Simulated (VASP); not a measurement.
# BN (P6_3mc) in VASP: a series of runs

Runs on BN. Level: PBEsol. Tasks: single point, relaxation of cell and atoms.

Everything below comes from runs of VASP 6.6.1. Logs are shortened: lines on timing, memory, paths and dates and some standing lists are left out, and cuts for length are marked.

## (1) The cell of the first run

Symmetry: P6_3mc, No. 186, hexagonal system. The conventional cell has a = 2.541 Å, b = 2.541 Å, c = 4.203 Å, α = 90.00°, β = 90.00°, γ = 120.00°. Within 2.1 Å of B (site symmetry 3m) lie 4 N at 1.56 to 1.57 Å. Within 2.1 Å of N (site symmetry 3m) lie 4 B at 1.56 to 1.57 Å.

## (2) Single point, PBEsol

File INCAR:

```
PREC = Accurate
ENCUT = 520
EDIFF = 1E-6
ISMEAR = 0
SIGMA = 0.02
LREAL = False
LASPH = True
NELM = 60
ALGO = Normal
ISIF = 2
LWAVE = False
LCHARG = False
GGA = PS
NBANDS = 16
```

File KPOINTS:

```
Automatic mesh
0
Gamma
  12 12 6
```

File POSCAR:

```
BN
1.0
    2.5410113138      0.0000000000      0.0000000000
   -1.2705056569      2.2005803491      0.0000000000
    0.0000000000      0.0000000000      4.2032955032
B N
2 2
Direct
    0.6666666667      0.3333333333      0.9997329962
    0.3333333333      0.6666666667      0.4997329962
    0.6666666667      0.3333333333      0.6252670038
    0.3333333333      0.6666666667      0.1252670038
```

Potentials or basis: VASP PAW PBE potentials, release 64 (B, N).

Launch:

```bash
$ cat potpaw_PBE.64/B/POTCAR potpaw_PBE.64/N/POTCAR > POTCAR
$ mpirun -np 1 vasp_std > vasp.out
```

OUTCAR:

```text
PREC = Accurate
   ENCUT = 520
   EDIFF = 1E-6
   ISMEAR = 0
   LREAL = False
   LASPH = True
   NELM = 60
   ISIF = 2
   GGA = PS

 ion  position               nearest neighbor table
   1  0.667  0.333  1.000-   4 1.56   4 1.56   4 1.56   3 1.57
   2  0.333  0.667  0.500-   3 1.56   3 1.56   3 1.56   4 1.57
   3  0.667  0.333  0.625-   2 1.56   2 1.56   2 1.56   1 1.57
   4  0.333  0.667  0.125-   1 1.56   1 1.56   1 1.56   2 1.57

  LATTYP: Found a hexagonal cell.
 ALAT       =     2.5410113138
 C/A-ratio  =     1.6541821283

  Lattice vectors:

 A1 = (   2.5410113138,   0.0000000000,   0.0000000000)
 A2 = (  -1.2705056569,   2.2005803491,   0.0000000000)
 A3 = (   0.0000000000,   0.0000000000,   4.2032955032)

Analysis of symmetry for initial positions (statically):
=====================================================================
 Subroutine PRICEL returns:
 Original cell was already a primitive cell.

 Routine SETGRP: Setting up the symmetry group for a
 hexagonal supercell.

 Subroutine GETGRP returns: Found 12 space group operations
 (whereof  6 operations were pure point group operations)
 out of a pool of 24 trial point group operations.

The static configuration has the point symmetry C_3v.
 The point group associated with its full space group is C_6v.

Analysis of symmetry for dynamics (positions and initial velocities):
=====================================================================
 Subroutine PRICEL returns:
 Original cell was already a primitive cell.

 Routine SETGRP: Setting up the symmetry group for a
 hexagonal supercell.

 Subroutine GETGRP returns: Found 12 space group operations
 (whereof  6 operations were pure point group operations)
 out of a pool of 24 trial point group operations.

The dynamic configuration has the point symmetry C_3v.
 The point group associated with its full space group is C_6v.

 Subroutine INISYM returns: Found 12 space group operations
 (whereof  6 operations are pure point group operations),
 and found     1 'primitive' translations

----------------------------------------------------------------------------------------

                                     Primitive cell

  volume of cell :      23.5036

  direct lattice vectors                    reciprocal lattice vectors
     2.541011314  0.000000000  0.000000000     0.393544096  0.227212790  0.000000000
    -1.270505657  2.200580349  0.000000000     0.000000000  0.454425579  0.000000000
     0.000000000  0.000000000  4.203295503     0.000000000  0.000000000  0.237908565

  length of vectors
     2.541011314  2.541011314  4.203295503     0.454425579  0.454425579  0.237908565

  position of ions in fractional coordinates (direct lattice)
     0.666666667  0.333333333  0.999732996
     0.333333333  0.666666667  0.499732996
     0.666666667  0.333333333  0.625267004
     0.333333333  0.666666667  0.125267004

  ion indices of the primitive-cell ions
   primitive index   ion index
                 1           1
                 2           2
                 3           3
                 4           4

----------------------------------------------------------------------------------------

 KPOINTS: Automatic mesh

Automatic generation of k-mesh.
 Grid dimensions read from file:
 generate k-points for:   12   12    6

 Generating k-lattice:

  Cartesian coordinates                     Fractional coordinates (reciprocal lattice)
     0.032795341  0.018934399  0.000000000     0.083333333  0.000000000  0.000000000
     0.000000000  0.037868798  0.000000000     0.000000000  0.083333333  0.000000000
     0.000000000  0.000000000  0.039651427     0.000000000  0.000000000  0.166666667

  Length of vectors
     0.037868798  0.037868798  0.039651427

  Shift w.r.t. Gamma in fractional coordinates (k-lattice)
     0.000000000  0.000000000  0.000000000

 Subroutine IBZKPT returns following result:
 ===========================================

 Found     76 irreducible k-points:

 Following reciprocal coordinates:
            Coordinates               Weight
  0.000000  0.000000  0.000000      1.000000
  0.083333 -0.000000  0.000000      6.000000
  0.166667 -0.000000  0.000000      6.000000
  0.250000 -0.000000  0.000000      6.000000
  0.333333  0.000000  0.000000      6.000000
  0.416667  0.000000  0.000000      6.000000
[... 16 lines left out ...]
  0.250000 -0.000000  0.166667     12.000000
  0.333333  0.000000  0.166667     12.000000
 [... further k-points ...]
   k-points           NKPTS =     76   k-points in BZ     NKDIM =     76   number of bands    NBANDS=     16
   number of dos      NEDOS =    301   number of ions     NIONS =      4
   total plane-waves  NPLWV =  12800
   dimension x,y,z NGX =    20 NGY =   20 NGZ =   32
   dimension x,y,z NGXF=    40 NGYF=   40 NGZF=   64
   ions per type =               2   2
   NGX,Y,Z   is equivalent  to a cutoff of  13.09, 13.09, 12.66 a.u.
   NGXF,Y,Z  is equivalent  to a cutoff of  26.17, 26.17, 25.31 a.u.
 SYSTEM =  unknown system
   PREC   = accura    normal or accurate (medium, high low for compatibility)
   ISTART =      0    job   : 0-new  1-cont  2-samecut
   ICHARG =      2    charge: 1-file 2-atom 10-const
   ISPIN  =      1    spin polarized calculation?
   LNONCOLLINEAR =      F non collinear calculations
   LSORBIT =      F    spin-orbit coupling
   LASPH  =      T    aspherical Exc in radial PAW
   ENCUT  =  520.0 eV  38.22 Ry    6.18 a.u.   4.72  4.72  7.82*2*pi/ulx,y,z
   NELM   =     60;   NELMIN=  2; NELMDL= -5     # of ELM steps
   EDIFF  = 0.1E-05   stopping-criterion for ELM
   LREAL  =      F    real-space projection
   EDIFFG = 0.1E-04   stopping-criterion for IOM
   NSW    =      0    number of steps for IOM
   IBRION =     -1    ionic relax: 0-MD 1-quasi-New 2-CG
   NFREE  =      0    steps in history (QN), initial steepest desc. (CG)
   ISIF   =      2    stress and relaxation
   ISYM   =      2    0-nonsym 1-usesym 2-fastsym
   POTIM  = 0.5000    time-step for ionic-motion
   TEBEG  =    0.0;   TEEND  =   0.0 temperature during run
   PSTRESS=    0.0 pullay stress
   NELECT =      16.0000    total number of electrons
   NUPDOWN=      -1.0000    fix difference up-down
   EMIN   =  10.00;   EMAX   =-10.00  energy-range for DOS
   EFERMI =   0.00;   METHOD = LEGACY
   ISMEAR =     0;   SIGMA  =   0.02  broadening in eV -4-tet -1-fermi 0-gaus
   EFERMI_NEDOS =   21; number of points for ismear=-14 and -15
   IALGO  =     38    algorithm
   IMIX   =      4    mixing-type and parameters
     AMIX     =   0.40;   BMIX     =  1.00
     AMIX_MAG =   1.60;   BMIX_MAG =  1.00
  volume/ion in A,a.u.               =       5.88        39.65
  Fermi-wavevector in a.u.,A,eV,Ry     =   1.440136  2.721463 28.218379  2.073992
  Thomas-Fermi vector in A             =   2.558914
   LORBIT       =      0    0 simple, 1 ext, 2 COOP (PROOUT), +10 PAW based schemes
   GGA     = PS    functional components
   LHFCALC =     F    Hartree Fock is set to
   AEXX    =    0.0000 exact exchange contribution
   IVDW    =     0    specifies the selected vdW correction
   LEPSILON=     F    determine dielectric tensor
   LRPA    =     F    only Hartree local field effects (RPA)
 non-spin polarized calculation
 Gauss-broadening in eV      SIGMA  =   0.02
  energy-cutoff  :      520.00
  volume of cell :       23.50
 maximum number of plane-waves:       652
 NGX is ok and might be reduce to    20
   NGX =  9   NGY =  9   NGZ = 15

 number of electron      16.0000000 magnetization

 Free energy of the ion-electron system (eV)
  ---------------------------------------------------
  ext. energy  EPLUGINS =         0.00000000
  ---------------------------------------------------
  free energy    TOTEN  =       -36.62577651 eV

  energy without entropy =      -36.62577651  energy(sigma->0) =      -36.62577651

 E-fermi :   7.6918     XC(G=0): -13.0324

 val. band max:        7.5891220652   @ k =   0.0000   0.0000   0.0000
 cond. band min:      12.5353914299   @ k =   0.3333   0.3333   0.0000
 fundamental gap:      4.9462693647
 Fermi energy:         7.6918493692

 k-point     1 :       0.0000    0.0000    0.0000
  band No.  band energies     occupation
      1     -12.9047      2.00000
      2      -8.6761      2.00000
      3      -3.4765      2.00000
      4       5.4415      2.00000
      5       5.4415      2.00000
      6       7.3068      2.00000
[... 8 lines left out ...]
     15      19.4796      0.00000
     16      23.7274      0.00000

 k-point     2 :       0.0833   -0.0000    0.0000
  band No.  band energies     occupation
      1     -12.7520      2.00000
      2      -8.5584      2.00000
      3      -3.3254      2.00000
      4       4.7412      2.00000
      5       5.1533      2.00000
      6       7.0097      2.00000
[... 8 lines left out ...]
     15      19.9251      0.00000
     16      23.4903      0.00000

 k-point     3 :       0.1667   -0.0000    0.0000
  band No.  band energies     occupation
      1     -12.2985      2.00000
      2      -8.2213      2.00000
      3      -2.8774      2.00000
      4       3.0579      2.00000
      5       4.4786      2.00000
      6       5.5873      2.00000
[... 8 lines left out ...]
     15      21.0829      0.00000
     16      22.7976      0.00000

 k-point     4 :       0.2500   -0.0000    0.0000
  band No.  band energies     occupation
      1     -11.5610      2.00000
      2      -7.7272      2.00000
      3      -2.1535      2.00000
      4       1.0644      2.00000
      5       3.7254      2.00000
      6       3.8068      2.00000
[... 8 lines left out ...]
     15      22.5787      0.00000
     16      22.9800      0.00000
[... 324 lines left out ...]
 k-point    22 :       0.1667   -0.0000    0.1667
  band No.  band energies     occupation
      1     -12.1338      2.00000
      2      -8.7689      2.00000
      3      -2.0626      2.00000
      4       3.2036      2.00000
      5       4.6116      2.00000
      6       5.1427      2.00000
[... 8 lines left out ...]
     15      20.7632      0.00000
     16      22.8324      0.00000

 k-point    23 :       0.2500   -0.0000    0.1667
  band No.  band energies     occupation
      1     -11.4011      2.00000
      2      -8.2144      2.00000
      3      -1.4852      2.00000
      4       1.2826      2.00000
      5       3.3662      2.00000
      6       3.8659      2.00000
[... 8 lines left out ...]
     15      22.2390      0.00000
     16      23.0840      0.00000

 k-point    24 :       0.3333    0.0000    0.1667
  band No.  band energies     occupation
      1     -10.4297      2.00000
      2      -7.6161      2.00000
      3      -1.3341      2.00000
      4       0.1294      2.00000
      5       1.5655      2.00000
      6       3.2378      2.00000
[... 8 lines left out ...]
     15      23.6369      0.00000
     16      23.8944      0.00000

 [... further k-points ...]
[... 5 lines left out ...]
  --------------------------------------------------------------------------------------
  -------------------------------------------------------------------------------------
  Total        0.0921065      0.0921065      0.0829052      0.0000000      0.0000000     -0.0000000
  in kB        6.2786618      6.2786618      5.6514316      0.0000000      0.0000000     -0.0000000
  external PRESSURE =       6.0695851 kB  Pullay stress =       0.0000000 kB

 VOLUME and BASIS-vectors are now :
 -----------------------------------------------------------------------------
  energy-cutoff  :      520.00
  volume of cell :       23.50
      direct lattice vectors                 reciprocal lattice vectors
     2.541011314  0.000000000  0.000000000     0.393544096  0.227212790  0.000000000
    -1.270505657  2.200580349  0.000000000     0.000000000  0.454425579  0.000000000
     0.000000000  0.000000000  4.203295503     0.000000000  0.000000000  0.237908565

 POSITION                                       TOTAL-FORCE (eV/Angst)
 -----------------------------------------------------------------------------------
      1.27051      0.73353      4.20217         0.000000      0.000000     -0.003083
     -0.00000      1.46705      2.10053        -0.000000      0.000000     -0.003083
      1.27051      0.73353      2.62818         0.000000     -0.000000      0.003083
     -0.00000      1.46705      0.52653        -0.000000      0.000000      0.003083
 -----------------------------------------------------------------------------------
    total drift:                                0.000000      0.000000      0.000441

  FREE ENERGIE OF THE ION-ELECTRON SYSTEM (eV)
  ---------------------------------------------------
  free  energy   TOTEN  =       -36.6257765121 eV

  energy  without entropy=      -36.6257765121  energy(sigma->0) =      -36.62577651
```

It took 15 s on 1 thread of Intel Xeon Platinum 8488C (Sapphire Rapids), shared host; peak memory 0.14 GiB.

Results:

```
Free energy            : -36.6258 eV
Pressure               : 0.6 GPa
Largest force          : 0.003 eV/Å
Band gap on the k mesh : 4.95 eV, indirect (least direct gap 8.22 eV)
```

Forces on the atoms (eV/Å):
```
B    0.000  0.000 -0.003
B    0.000  0.000 -0.003
N    0.000  0.000  0.003
N    0.000  0.000  0.003
```

Caveat: the PAW data sets were made with another functional, which shifts forces and pressure a little.

[end of part 1 of 3]
